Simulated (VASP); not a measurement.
Si, 4 atoms in the cell. It takes space group P6_3mc (No. 186, hexagonal). Conventional cell: a = 3.330 Å, b = 3.330 Å, c = 9.153 Å, α = 90.00°, β = 90.00°, γ = 120.00°. Si (site symmetry 3m) has 3 Si at 1.92 Å within 2.5 Å. Within 2.5 Å of Si (site symmetry 3m) lie 3 Si at 1.92 Å. 

```yaml
Program: VASP 6.6.1
Task: relaxation of cell and atoms
Functional: PBE
Potentials_or_basis: VASP PAW PBE potentials, release 64 (Si)
Cutoff: 600 eV
k_mesh: 6 × 6 × 2
Occupations: gaussian, width 0.1 eV
Spin: no spin polarisation
Dipole_correction: no
Further_INCAR_settings: ALGO = Normal; EDIFF = 1e-07; IBRION = 2; EDIFFG = -0.04; NSW = 90; ISIF = 3
```

Potentials or basis: VASP PAW PBE potentials, release 64 (Si).

Run with:

```sh
$ cat potpaw_PBE.64/Si/POTCAR > POTCAR
$ mpirun -np 1 vasp_std > vasp.out
```

Hardware: 1 thread of AMD EPYC 7R13 Processor (Zen 3), with other jobs on the host.

Q: How long does it take, and how much memory?

A: It took 6.3 min on 1 thread of AMD EPYC 7R13 Processor (Zen 3), with other jobs on the host, peak memory 0.21 GiB. Counts: scf iterations 298, k points 14, ion steps 34.
